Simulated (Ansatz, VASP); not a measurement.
# Ni in VASP and in Ansatz

The input INCAR:

```
ALGO     = Normal         # electronic algorithm
EDIFF    = 1E-6           # SCF threshold, eV
ENCUT    = 520            # plane-wave cutoff, eV
ISIF     = 2              # what is computed and relaxed
ISMEAR   = -1             # smearing method
ISPIN    = 2              # spin polarisation
LASPH    = T              # aspherical terms in the spheres
LCHARG   = F              # write CHGCAR
LMAXMIX  = 4              # l up to which the mixer works
LORBIT   = 11             # projections on sites
LREAL    = F              # projectors in reciprocal space
LWAVE    = F              # write WAVECAR
MAGMOM   = 1.5 1.5        # initial moments
NBANDS   = 21             # bands
NELM     = 150            # most SCF steps
PREC     = Accurate       # precision mode
SIGMA    = 0.08           # smearing width, eV
```

The input KPOINTS:

```
k-points
0
Gamma
  15 15 8
```

File POSCAR:

```
Ni
1.0
    2.4722623247      0.0000000000      0.0000000000
   -1.2361311624      2.1410419780      0.0000000000
    0.0000000000      0.0000000000      4.1131350201
Ni
2
Direct
    0.3333333333      0.6666666667      0.2500000000
    0.6666666667      0.3333333333      0.7500000000
```

Input for Ansatz:

```yaml
crystal:
  lattice:
    - [2.4722623247, 0.0, 0.0]
    - [-1.2361311624, 2.141041978, 0.0]
    - [0.0, 0.0, 4.1131350201]
  atoms:
    - { symbol: Ni, position: [0.3333333333, 0.6666666667, 0.25], spin: 1.5 }
    - { symbol: Ni, position: [0.6666666667, 0.3333333333, 0.75], spin: 1.5 }
magnetization:
  spin_polarized: true
kpoints:
  mp_grid: { grid: [15, 15, 8] }
scf:
  occupations: { method: fermi_dirac, width: 0.08 }
hamiltonian:
  xc: lda
  pseudopotentials: { kind: all_electron, lapw: { basis_error: 0.001 } }
output:
  forces: true
  stress: true
  eigenvalues: true
```

Change from the starting cell: volume scaled by 1.03.

Alike in both runs: task single point; functional LDA; k mesh 15 × 15 × 8; occupations fermi-dirac, width 0.08 eV; collinear spin.

|  | VASP | Ansatz |
| --- | --- | --- |
| version | VASP 6.6.1 | Ansatz 0.2.0 |
| potentials or method | VASP PAW LDA potentials, release 64 (Ni), cutoff 520 eV | all-electron LAPW, scalar-relativistic |

```tsv
	VASP	Ansatz	Ansatz less VASP
pressure (GPa)	-16.0	-16.2	-0.18
traceless stress, the component that is largest in VASP (GPa)	-2.08	-2.01	+0.064
net moment per atom (μB)	0.61	0.63	+0.020
size of the moment on the site where the two differ most (μB)	0.62	0.65	+0.035
```

LDA's correlation is that of Perdew and Zunger in VASP and of Perdew and Wang (1992) in Ansatz. Site moments also hang on the region over which each program counts them. Ansatz ran all-electron here, and VASP with PAW potentials.
